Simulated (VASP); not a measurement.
# Hf3N5: relaxation of the atoms with PBEsol

Hf3N5, a slab with vacuum:

```
N Hf
1.0
     3.18308    0.00000    0.00000
    -1.59154    2.75663    0.00000
     0.00000    0.00000   26.79692
N Hf
5 3
Direct
  0.33333 0.66667 0.31720
  0.00000 0.00000 0.41419
  0.66667 0.33333 0.50761
  0.33333 0.66667 0.59805
  0.33333 0.66667 0.65104
  0.66667 0.33333 0.36569
  0.33333 0.66667 0.46324
  0.00000 0.00000 0.56859
```

```yaml
Program: VASP 6.6.1
Task: relaxation of the atoms
Functional: PBEsol
Potentials_or_basis: VASP PAW PBE potentials, release 64 (N, Hf_pv)
Cutoff: 520 eV
k_mesh: 9 × 9 × 1
Occupations: gaussian, width 0.1 eV
Spin: no spin polarisation
Dipole_correction: yes
Atoms_held_fixed_from_0: "[0, 1, 5]"
Further_INCAR_settings: ALGO = Normal; EDIFF = 1e-06; IBRION = 2; EDIFFG = -0.03; NSW = 90
```

```json
{
 "Energy gained by relaxing": "235.4 meV/atom",
 "Ionic steps": "41",
 "Band gap on the k mesh": "zero (an odd number of electrons rules out a gap without spin polarisation)"
}
```

The path:
```
step  energy change (eV)  largest force on free atoms (eV/Å)  pressure (GPa)
   1              0.0000                              5.0288           -0.05
   3             -0.5606                              4.4032           -1.21
   5             -0.8266                              8.9340            1.60
   7             -0.9688                              3.8008            0.51
   9             -1.7405                              1.6923           -0.37
  11             -1.7670                              1.4185           -1.03
  13             -1.8258                              0.5066           -1.14
  15             -1.8469                              1.2769           -0.96
  17             -1.8570                              0.2157           -1.31
  19             -1.8575                              0.2077           -1.33
  21             -1.8616                              0.2246           -1.44
  23             -1.8630                              0.4985           -1.86
  25             -1.8663                              0.3128           -1.66
  27             -1.8687                              0.3211           -1.64
  29             -1.8780                              0.1948           -1.97
  31             -1.8812                              0.2291           -2.30
  33             -1.8819                              0.2437           -2.41
  35             -1.8830                              0.0480           -2.38
  37             -1.8831                              0.0475           -2.37
  39             -1.8832                              0.0838           -2.37
  41             -1.8832                              0.0239           -2.39
```

Final structure:
```
N Hf
1.0
     3.18308    0.00000    0.00000
    -1.59154    2.75663    0.00000
     0.00000    0.00000   26.79692
N Hf
5 3
Direct
  0.33333 0.66667 0.31720
  0.00000 0.00000 0.41419
  0.66667 0.33333 0.51189
  0.33333 0.66667 0.61428
  0.33333 0.66667 0.65834
  0.66667 0.33333 0.36569
  0.33333 0.66667 0.46375
  0.00000 0.00000 0.55689
```

Levels at points of the mesh, in eV from the Fermi level:
```
           k point  band 25  band 26  band 27  band 28  band 29  band 30
(0.00, 0.00, 0.00)    -0.21    -0.21     0.24     0.44     0.44     1.26
```

Run time: 100 min on 1 thread of Oxide Virtual Turin-like Processor, on a shared host, peak memory 0.35 GiB.

Caveat: the PAW data sets were made with another functional, which shifts forces and pressure a little; spin-orbit coupling is left out, which moves the levels of the heavy elements; an odd number of electrons without spin polarisation forces a metal; a magnetic or distorted state may lie lower.
